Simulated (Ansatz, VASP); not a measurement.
One calculation of O, two programs

```
O
1.0
     0.00000    1.70159    3.71985
     1.69061    0.00000    3.71985
     1.69061    1.70159    0.00000
O
2
Direct
  0.08085 0.08085 0.91915
  0.91915 0.91915 0.08085
```

Change from the starting cell: volume 10.701 Å^3 an atom, stretch along c over the lengths across it, relative to the relaxed cell 0.9606.

Alike in both runs: task single point; functional LDA; k mesh 22 × 22 × 22; occupations gaussian, width 0.15 eV; no spin polarisation.

|  | VASP | Ansatz |
| --- | --- | --- |
| version | VASP 6.6.1 | Ansatz 0.2.0 |
| potentials or method | VASP PAW LDA potentials, release 64 (O), cutoff 520 eV | scalar-relativistic, plane waves, PAW |
| valence electrons in the cell | 12 | 12 |

Ansatz gave:

| Item | Value |
| --- | --- |
| gap on the k mesh at the Fermi level (eV) | none |
| pressure (GPa) | -6.6 |
| traceless stress, the component that is largest in VASP (GPa) | 1.57 |
| rms of the force components (eV/Å) | 0.295 |

Q: Which values does VASP return?

A: gap on the k mesh at the Fermi level (eV): none; pressure (GPa): -1.6; traceless stress, the component that is largest in VASP (GPa): 12.02; rms of the force components (eV/Å): 0.731.

LDA's correlation is that of Perdew and Zunger in VASP and of Perdew and Wang (1992) in Ansatz. Atom by atom the forces differ by 1.026 eV/Å (rms over components). A gap of «none» marks a metal or a gap that the smearing closes.

Noted on VASP's run: the standard files for N, O and F lose accuracy on very short bonds; spin is off for a triplet molecule.
